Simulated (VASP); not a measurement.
Input of a VASP 6.6.1 run:

File INCAR:

```
ALGO     = Normal         # electronic algorithm
EDIFF    = 1E-7           # SCF threshold, eV
ENCUT    = 520            # plane-wave cutoff, eV
GGA      = PE             # functional
ISIF     = 2              # what is computed and relaxed
ISMEAR   = 0              # smearing method
LASPH    = T              # aspherical terms in the spheres
LCHARG   = F              # write CHGCAR
LREAL    = F              # projectors in reciprocal space
LWAVE    = F              # write WAVECAR
NBANDS   = 14             # bands
NELM     = 100            # most SCF steps
PREC     = Accurate       # precision mode
SIGMA    = 0.01           # smearing width, eV
```

The input KPOINTS:

```
k-points
0
Gamma
  6 6 6
```

POSCAR

```
NaI
1.0
    0.0000000000      3.5078714788      3.5078714788
    3.5078714788      0.0000000000      3.5078714788
    3.5078714788      3.5078714788      0.0000000000
Na I
1 1
Direct
    0.0000000000      0.0000000000      0.0000000000
    0.2500000000      0.2500000000      0.2500000000
```

Potentials or basis: VASP PAW PBE potentials, release 64 (Na_pv, I).

Launch:

```bash
$ cat potpaw_PBE.64/Na_pv/POTCAR potpaw_PBE.64/I/POTCAR > POTCAR
$ mpirun -np 1 vasp_std > vasp.out
```

Estimate the pressure.

0.8 GPa.

What does it give for the band gap on the k mesh?

3.87 eV, direct.

Caveat: spin-orbit coupling is left out, which moves the levels of the heavy elements.
